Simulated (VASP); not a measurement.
Write the native input for VASP 6.6.1 that does the following.

* Task: single point
* Functional: PBEsol
* Potentials or basis: VASP PAW PBE potentials, release 64 (Bi_d, S)
* Cutoff: 520 eV
* k mesh: 6 × 6 × 6
* Occupations: fermi-dirac, width 0.03 eV
* Spin: no spin polarisation
* Dipole correction: no
* Further INCAR settings: ALGO = Normal; EDIFF = 1e-06; NBANDS = 36

The structure of BiS2 lies in POSCAR:

```
BiS2
1.0
   -3.5969858822      3.5969858822      2.7144502191
    3.5969858822     -3.5969858822      2.7144502191
    3.5969858822      3.5969858822     -2.7144502191
Bi S
2 4
Direct
    0.0000000000      0.0000000000      0.0000000000
    0.7500000000      0.2500000000      0.5000000000
    0.3750000000      0.3978748824      0.5228748824
    1.1478748824      0.6250000000      1.0228748824
    0.6021251176      0.1250000000     -0.0228748824
    0.8750000000     -0.1478748824      0.4771251176
```

These files were run (other wordings do the same):

INCAR

```
SYSTEM = BiS2
PREC = Accurate
ENCUT = 520
EDIFF = 1E-6
ISMEAR = -1
SIGMA = 0.03
LREAL = .FALSE.
LASPH = .TRUE.
NELM = 80
ALGO = Normal
ISIF = 2
LWAVE = .FALSE.
LCHARG = .FALSE.
GGA = PS
NBANDS = 36
```

KPOINTS

```
regular mesh
0
G
  6 6 6
  0 0 0
```

Potentials or basis: VASP PAW PBE potentials, release 64 (Bi_d, S).

Run with:

```sh
$ cat potpaw_PBE.64/Bi_d/POTCAR potpaw_PBE.64/S/POTCAR > POTCAR
$ mpirun -np 1 vasp_std > vasp.out
```

Results of the run:

The pressure is 0.0 GPa and the largest force is 0.004 eV/Å. The band gap on the k mesh is zero (band 27 reaches 8.18 eV, above the bottom of band 28 at 4.88 eV).

Caveat: the PAW data sets were made with another functional, which shifts forces and pressure a little; spin-orbit coupling is left out, which moves the levels of the heavy elements.

It took 6.9 min on 1 thread of AMD EPYC 7R13, on a shared host, peak memory 0.34 GiB.
